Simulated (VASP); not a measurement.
# LuHf4O (P-6m2) in VASP: a series of runs, part 2 of 2

VASP 6.6.1. The steps go on from the part before.

### Step 4. Relaxation of cell and atoms, PBE

This run uses another cell than the first one, of 22.75 Å³/atom, 1.213 times its volume.

File INCAR:

```
SYSTEM = LuHf4O
ALGO = Normal
EDIFF = 1E-6
EDIFFG = -0.04
ENCUT = 600
GGA = PE
IBRION = 2
ISIF = 3
ISMEAR = 0
LASPH = .True.
LCHARG = .False.
LREAL = .False.
LWAVE = .False.
NELM = 60
NSW = 90
PREC = Accurate
SIGMA = 0.1
```

File KPOINTS:

```
k-points
0
Gamma
  3 3 6
  0 0 0
```

File POSCAR:

```
LuHf4O
1.0
    7.0342381513      0.0000000000      0.0000000000
   -3.5171190757      6.0918289353      0.0000000000
    0.0000000000      0.0000000000      3.1858009727
Lu Hf O
1 4 1
Direct
    0.0000000000      0.0000000000      0.0000000000
    0.3333333333      0.6666666667      0.0000000000
    0.5251731323      0.4748268677      0.5000000000
    0.5251731323      0.0503462645      0.5000000000
    0.9496537355      0.4748268677      0.5000000000
    0.6666666667      0.3333333333      0.0000000000
```

Potentials or basis: VASP PAW PBE potentials, release 64 (Lu, Hf_pv, O).

Run with:

```sh
$ cat potpaw_PBE.64/Lu/POTCAR potpaw_PBE.64/Hf_pv/POTCAR potpaw_PBE.64/O/POTCAR > POTCAR
$ mpirun -np 1 vasp_std > vasp.out
```

OUTCAR:

```text
SYSTEM = LuHf4O
   EDIFF = 1E-6
   EDIFFG = -0.04
   ENCUT = 600
   GGA = PE
   IBRION = 2
   ISIF = 3
   ISMEAR = 0
   LASPH = .True.
   LREAL = .False.
   NELM = 60
   NSW = 90
   PREC = Accurate

 ion  position               nearest neighbor table
   1  0.000  0.000  0.000-
   2  0.333  0.667  0.000-   5 2.83   5 2.83   4 2.83   4 2.83   3 2.83   3 2.83
   3  0.525  0.475  0.500-   6 2.35   6 2.35   2 2.83   2 2.83   5 2.99   4 2.99
   4  0.525  0.050  0.500-   6 2.35   6 2.35   2 2.83   2 2.83   5 2.99   3 2.99
   5  0.950  0.475  0.500-   6 2.35   6 2.35   2 2.83   2 2.83   4 2.99   3 2.99
   6  0.667  0.333  0.000-   5 2.35   5 2.35   4 2.35   4 2.35   3 2.35   3 2.35

  LATTYP: Found a hexagonal cell.
 ALAT       =     7.0342381513
 C/A-ratio  =     0.4528992201

  Lattice vectors:

 A1 = (   7.0342381513,   0.0000000000,   0.0000000000)
 A2 = (  -3.5171190757,   6.0918289353,   0.0000000000)
 A3 = (   0.0000000000,   0.0000000000,   3.1858009727)

Analysis of symmetry for initial positions (statically):
=====================================================================
 Subroutine PRICEL returns:
 Original cell was already a primitive cell.

 Routine SETGRP: Setting up the symmetry group for a
 hexagonal supercell.

 Subroutine GETGRP returns: Found 12 space group operations
 (whereof 12 operations were pure point group operations)
 out of a pool of 24 trial point group operations.

The static configuration has the point symmetry D_3h.

Analysis of symmetry for dynamics (positions and initial velocities):
=====================================================================
 Subroutine PRICEL returns:
 Original cell was already a primitive cell.

 Routine SETGRP: Setting up the symmetry group for a
 hexagonal supercell.

 Subroutine GETGRP returns: Found 12 space group operations
 (whereof 12 operations were pure point group operations)
 out of a pool of 24 trial point group operations.

The dynamic configuration has the point symmetry D_3h.

 Subroutine INISYM returns: Found 12 space group operations
 (whereof 12 operations are pure point group operations),
 and found     1 'primitive' translations

----------------------------------------------------------------------------------------

                                     Primitive cell

  volume of cell :     136.5160

  direct lattice vectors                    reciprocal lattice vectors
     7.034238151  0.000000000  0.000000000     0.142161806  0.082077157  0.000000000
    -3.517119076  6.091828935  0.000000000     0.000000000  0.164154314  0.000000000
     0.000000000  0.000000000  3.185800973     0.000000000  0.000000000  0.313892804

  length of vectors
     7.034238151  7.034238151  3.185800973     0.164154314  0.164154314  0.313892804

  position of ions in fractional coordinates (direct lattice)
     0.000000000  0.000000000  0.000000000
     0.333333333  0.666666667  0.000000000
     0.525173132  0.474826868  0.500000000
     0.525173132  0.050346264  0.500000000
     0.949653736  0.474826868  0.500000000
     0.666666667  0.333333333  0.000000000

  ion indices of the primitive-cell ions
   primitive index   ion index
                 1           1
                 2           2
                 3           3
                 4           4
                 5           5
                 6           6

----------------------------------------------------------------------------------------

 KPOINTS: k-points

Automatic generation of k-mesh.
 Grid dimensions read from file:
 generate k-points for:    3    3    6

 Generating k-lattice:

  Cartesian coordinates                     Fractional coordinates (reciprocal lattice)
     0.047387269  0.027359052  0.000000000     0.333333333  0.000000000  0.000000000
     0.000000000  0.054718105  0.000000000     0.000000000  0.333333333  0.000000000
     0.000000000  0.000000000  0.052315467     0.000000000  0.000000000  0.166666667

  Length of vectors
     0.054718105  0.054718105  0.052315467

  Shift w.r.t. Gamma in fractional coordinates (k-lattice)
     0.000000000  0.000000000  0.000000000

 Subroutine IBZKPT returns following result:
 ===========================================

 Found     12 irreducible k-points:

 Following reciprocal coordinates:
            Coordinates               Weight
  0.000000  0.000000  0.000000      1.000000
  0.333333 -0.000000  0.000000      6.000000
  0.333333  0.333333  0.000000      2.000000
  0.000000  0.000000  0.166667      2.000000
  0.333333 -0.000000  0.166667     12.000000
  0.333333  0.333333  0.166667      4.000000
  0.000000  0.000000  0.333333      2.000000
  0.333333 -0.000000  0.333333     12.000000
  0.333333  0.333333  0.333333      4.000000
  0.000000  0.000000  0.500000      1.000000
  0.333333 -0.000000  0.500000      6.000000
  0.333333  0.333333  0.500000      2.000000
   k-points           NKPTS =     12   k-points in BZ     NKDIM =     12   number of bands    NBANDS=     42
   number of dos      NEDOS =    301   number of ions     NIONS =      6
   total plane-waves  NPLWV =  87808
   dimension x,y,z NGX =    56 NGY =   56 NGZ =   28
   dimension x,y,z NGXF=   112 NGYF=  112 NGZF=   56
   ions per type =               1   4   1
   NGX,Y,Z   is equivalent  to a cutoff of  13.23, 13.23, 14.61 a.u.
   NGXF,Y,Z  is equivalent  to a cutoff of  26.47, 26.47, 29.22 a.u.
 SYSTEM =  LuHf4O
   PREC   = accura    normal or accurate (medium, high low for compatibility)
   ISTART =      0    job   : 0-new  1-cont  2-samecut
   ICHARG =      2    charge: 1-file 2-atom 10-const
   ISPIN  =      1    spin polarized calculation?
   LNONCOLLINEAR =      F non collinear calculations
   LSORBIT =      F    spin-orbit coupling
   LASPH  =      T    aspherical Exc in radial PAW
   ENCUT  =  600.0 eV  44.10 Ry    6.64 a.u.  14.05 14.05  6.36*2*pi/ulx,y,z
   NELM   =     60;   NELMIN=  2; NELMDL= -5     # of ELM steps
   EDIFF  = 0.1E-05   stopping-criterion for ELM
   LREAL  =      F    real-space projection
   EDIFFG = -.4E-01   stopping-criterion for IOM
   NSW    =     90    number of steps for IOM
   IBRION =      2    ionic relax: 0-MD 1-quasi-New 2-CG
   NFREE  =      1    steps in history (QN), initial steepest desc. (CG)
   ISIF   =      3    stress and relaxation
   ISYM   =      2    0-nonsym 1-usesym 2-fastsym
   POTIM  = 0.5000    time-step for ionic-motion
   TEBEG  =    0.0;   TEEND  =   0.0 temperature during run
   PSTRESS=    0.0 pullay stress
   NELECT =      71.0000    total number of electrons
   NUPDOWN=      -1.0000    fix difference up-down
   EMIN   =  10.00;   EMAX   =-10.00  energy-range for DOS
   EFERMI =   0.00;   METHOD = LEGACY
   ISMEAR =     0;   SIGMA  =   0.10  broadening in eV -4-tet -1-fermi 0-gaus
   EFERMI_NEDOS =   21; number of points for ismear=-14 and -15
   IALGO  =     38    algorithm
   IMIX   =      4    mixing-type and parameters
     AMIX     =   0.40;   BMIX     =  1.00
     AMIX_MAG =   1.60;   BMIX_MAG =  1.00
  volume/ion in A,a.u.               =      22.75       153.54
  Fermi-wavevector in a.u.,A,eV,Ry     =   1.316537  2.487895 23.582574  1.733270
  Thomas-Fermi vector in A             =   2.446642
   LORBIT       =      0    0 simple, 1 ext, 2 COOP (PROOUT), +10 PAW based schemes
   GGA     = PE    functional components
   LHFCALC =     F    Hartree Fock is set to
   AEXX    =    0.0000 exact exchange contribution
   IVDW    =     0    specifies the selected vdW correction
   LEPSILON=     F    determine dielectric tensor
   LRPA    =     F    only Hartree local field effects (RPA)
 conjugate gradient relaxation of ions
 non-spin polarized calculation
 Gauss-broadening in eV      SIGMA  =   0.10
  energy-cutoff  :      600.00
  volume of cell :      136.52
 maximum number of plane-waves:      4590
   NGX = 29   NGY = 29   NGZ = 13

--------------------------------------- Ionic step        1  -------------------------------------------

 number of electron      71.0000003 magnetization

 Free energy of the ion-electron system (eV)
  ---------------------------------------------------
  ext. energy  EPLUGINS =         0.00000000
  ---------------------------------------------------
  free energy    TOTEN  =       -49.74528005 eV

  energy without entropy =      -49.71623651  energy(sigma->0) =      -49.73075828

------------------------ aborting loop because EDIFF is reached ----------------------------------------

  FORCE on cell =-STRESS in cart. coord.  units (eV):
  Direction    XX          YY          ZZ          XY          YZ          ZX
  --------------------------------------------------------------------------------------
  -------------------------------------------------------------------------------------
  Total       -0.4410663     -0.4410663     -1.6187048      0.0000000      0.0000000      0.0000000
  in kB       -5.1764381     -5.1764381    -18.9974287      0.0000000      0.0000000      0.0000000
  external PRESSURE =      -9.7834350 kB  Pullay stress =       0.0000000 kB
[... 105 lines left out ...]
  energy  without entropy=      -49.7285555060  energy(sigma->0) =      -49.74101886

--------------------------------------- Ionic step        4  -------------------------------------------

 number of electron      70.9999996 magnetization

 Free energy of the ion-electron system (eV)
  ---------------------------------------------------
  ext. energy  EPLUGINS =         0.00000000
  ---------------------------------------------------
  free energy    TOTEN  =       -49.75432137 eV

  energy without entropy =      -49.72953195  energy(sigma->0) =      -49.74192666

 E-fermi :   3.6779     XC(G=0): -10.7352

 val. band max:        3.6765653516   @ k =   0.0000   0.0000   0.5000
 cond. band min:       3.7433977861   @ k =   0.3333   0.3333   0.0000
 fundamental gap:      0.0668324345
 Fermi energy:         3.6779088853

 k-point     1 :       0.0000    0.0000    0.0000
  band No.  band energies     occupation
      1     -53.0958      2.00000
      2     -27.6871      2.00000
      3     -27.3920      2.00000
      4     -27.3920      2.00000
      5     -27.0653      2.00000
      6     -27.0653      2.00000
[... 562 lines left out ...]
  FREE ENERGIE OF THE ION-ELECTRON SYSTEM (eV)
  ---------------------------------------------------
  free  energy   TOTEN  =       -49.7543213705 eV

  energy  without entropy=      -49.7295319506  energy(sigma->0) =      -49.74192666

 reached required accuracy - stopping structural energy minimisation
```

Run time: 4.7 min. Hardware: 1 thread of Intel Xeon Platinum 8559C (Emerald Rapids), shared host; peak memory 0.34 GiB.

Results:

| Quantity | Value |
| --- | --- |
| Free energy | -49.7543 eV |
| Relaxed volume | 22.52 Å³/atom |
| Relaxed cell | a = 7.032 Å, b = 7.032 Å, c = 3.155 Å, α = 90.00°, β = 90.00°, γ = 120.00° |
| Space group after relaxing (to 0.05 Å) | P-6m2 (No. 187) |
| Energy gained by relaxing | 1.5 meV/atom |
| Ionic steps | 4 |
| Pressure after relaxing | 0.1 GPa |
| Largest force after relaxing | 0.023 eV/Å |

Forces in eV/Å, atoms in the order of the input:
```
Lu   0.000  0.000  0.000
Hf   0.000  0.000  0.000
Hf   0.020 -0.012  0.000
Hf   0.000  0.023  0.000
Hf  -0.020 -0.012  0.000
O    0.000  0.000  0.000
```

Stress tensor (GPa, compression positive):
```
0.10 0.00 0.00
0.00 0.10 0.00
0.00 0.00 0.00
```

The path:
| step | energy change (eV) | largest force (eV/Å) | pressure (GPa) | volume (Å³) |
| --- | --- | --- | --- | --- |
| 1 | 0.0000 | 0.1145 | -0.98 | 136.52 |
| 2 | -0.0050 | 0.0341 | 0.92 | 133.79 |
| 3 | -0.0082 | 0.0243 | 0.17 | 134.82 |
| 4 | -0.0090 | 0.0230 | 0.07 | 135.11 |

Final structure:
```yaml
crystal:
  lattice:
    - [7.03174, 0.00000, 0.00000]
    - [-3.51587, 6.08967, 0.00000]
    - [0.00000, 0.00000, 3.15533]
  atoms:
    - { symbol: Lu, position: [0.00000, 0.00000, 0.00000] }
    - { symbol: Hf, position: [0.33333, 0.66667, 0.00000] }
    - { symbol: Hf, position: [0.52556, 0.47444, 0.50000] }
    - { symbol: Hf, position: [0.52556, 0.05113, 0.50000] }
    - { symbol: Hf, position: [0.94887, 0.47444, 0.50000] }
    - { symbol: O, position: [0.66667, 0.33333, 0.00000] }
```

Levels at points of the mesh, in eV from the Fermi level:
```tsv
k point	band 33	band 34	band 35	band 36	band 37	band 38	band 39	band 40
(0.00, 0.00, 0.00)	-0.95	-0.95	-0.26	-0.26	0.32	1.42	1.42	1.57
(0.00, 0.00, 0.50)	-0.99	0.00	0.00	0.65	0.65	0.83	1.21	1.45
```

Caveat: spin-orbit coupling is left out, which moves the levels of the heavy elements; an odd number of electrons without spin polarisation forces a metal; a magnetic or distorted state may lie lower.

### Step 5. Summary

```tsv
task	cell	k mesh	cutoff (eV)	gap on the mesh (eV)	pressure (GPa)	relaxed volume (Å³/atom)	largest force (eV/Å)
relaxation of cell and atoms	relaxed from a = 5.395, b = 5.395, c = 4.467 Å, angles 90.0, 90.0, 120.0°, 6 atoms	6 × 6 × 4	600	none	0.1	22.34	0.03
single point	a = 7.051, b = 7.051, c = 3.165 Å, angles 90.0, 90.0, 120.0°, 6 atoms	6 × 6 × 12	520	none	-0.5	-	0.08
relaxation of cell and atoms	relaxed from a = 7.034, b = 7.034, c = 3.186 Å, angles 90.0, 90.0, 120.0°, 6 atoms	3 × 3 × 6	600	none	0.1	22.52	0.02
```

Alike in all rows: level PBE; potentials or basis VASP PAW PBE potentials, release 64 (Lu, Hf_pv, O); no spin polarisation; smearing gaussian 0.1 eV.

Caveats: spin-orbit coupling is left out, which moves the levels of the heavy elements; an odd number of electrons without spin polarisation forces a metal; a magnetic or distorted state may lie lower; the volume moved by over 15 % at a fixed basis, so the end points are rough (some runs).

Total energies depend on the potentials used, so only differences within one code and one set of settings carry meaning.
